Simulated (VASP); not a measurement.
Crystal: ZnSb3.

```xyz
4
Lattice="4.5702 0.0000 0.0000 0.0000 4.5702 0.0000 0.0000 0.0000 4.5702" Properties=species:S:1:pos:R:3 pbc="T T T"
Zn    0.0000    0.0000    0.0000
Sb    0.0000    2.2851    2.2851
Sb    2.2851    0.0000    2.2851
Sb    2.2851    2.2851    0.0000
```

- Program: VASP 6.6.1
- Task: relaxation of cell and atoms
- Functional: PBE
- Potentials or basis: VASP PAW PBE potentials, release 64 (Zn, Sb)
- Cutoff: 600 eV
- k mesh: 4 × 4 × 4
- Occupations: gaussian, width 0.1 eV
- Spin: no spin polarisation

At the start: pressure 4.4 GPa; volume 23.86 Å³/atom.

Question: How do energy, volume and symmetry change on relaxing?

Answer: Over 3 steps the energy falls by 21.6 meV/atom and the volume is 25.53 Å³/atom (+7.0 %); space group Pm-3m (No. 221, to 0.05 Å).

Step by step:
| step | energy change (eV) | largest force (eV/Å) | pressure (GPa) | volume (Å³) |
| --- | --- | --- | --- | --- |
| 1 | 0.0000 | 0.0000 | 4.42 | 95.46 |
| 2 | -0.0741 | 0.0000 | -1.39 | 104.85 |
| 3 | -0.0863 | 0.0000 | 0.01 | 102.10 |

Final structure:
```xyz
4
Lattice="4.6739 0.0000 0.0000 0.0000 4.6739 0.0000 0.0000 0.0000 4.6739" Properties=species:S:1:pos:R:3 pbc="T T T"
Zn    0.0000    0.0000    0.0000
Sb    0.0000    2.3370    2.3370
Sb    2.3370    0.0000    2.3370
Sb    2.3370    2.3370    0.0000
```
